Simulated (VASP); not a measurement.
CoCl2O2:

```
Co Cl O
1.0
     3.58087   -3.92695    0.00000
     3.58087    3.92695    0.00000
    -0.42040    0.00000    3.45761
Co Cl O
1 2 2
Direct
  0.00000 0.00000 0.00000
  0.76552 0.76552 0.42794
  0.23448 0.23448 0.57206
  0.79184 0.20816 0.00000
  0.20816 0.79184 0.00000
```

Base run:

```yaml
Program: VASP 6.6.1
Functional: PBE
Potentials_or_basis: VASP PAW PBE potentials, release 64 (Co, Cl, O)
Cutoff: 520 eV
k_mesh: 4 × 4 × 7
Occupations: fermi-dirac, width 0.05 eV
Spin: collinear spin, ferromagnetic start
Starting_moments: "[4.0, 0.0, 0.0, 0.0, 0.0] μB"
Fixed_moment: 4 μB
```

Its results: pressure 2.9 GPa; site moments Co +1.40; Cl +0.22; O +0.83 μB; largest force 2.605 eV/Å.

Problem. The run is repeated on the same cell with these changes: fixed moment from 4 μB to 1 μB; moments at the start from [4.0, 0.0, 0.0, 0.0, 0.0] to [1.0, 0.0, 0.0, 0.0, 0.0]. What comes out?

Solution. Pressure -1.5 GPa; site moments Co +0.80; Cl +0.06; O +0.01 μB; largest force 0.518 eV/Å.

Caveats: the total moment is fixed, so each spin has its own Fermi level and the state may be an excited one; a cell with one magnetic atom can't hold antiferromagnetic order, which such compounds often take; the stress differs along the axes, from -3 to 14 GPa (at least some runs); forces of over 1 eV/Å act on the atoms, so gaps and moduli don't describe the material at rest (at least some runs).
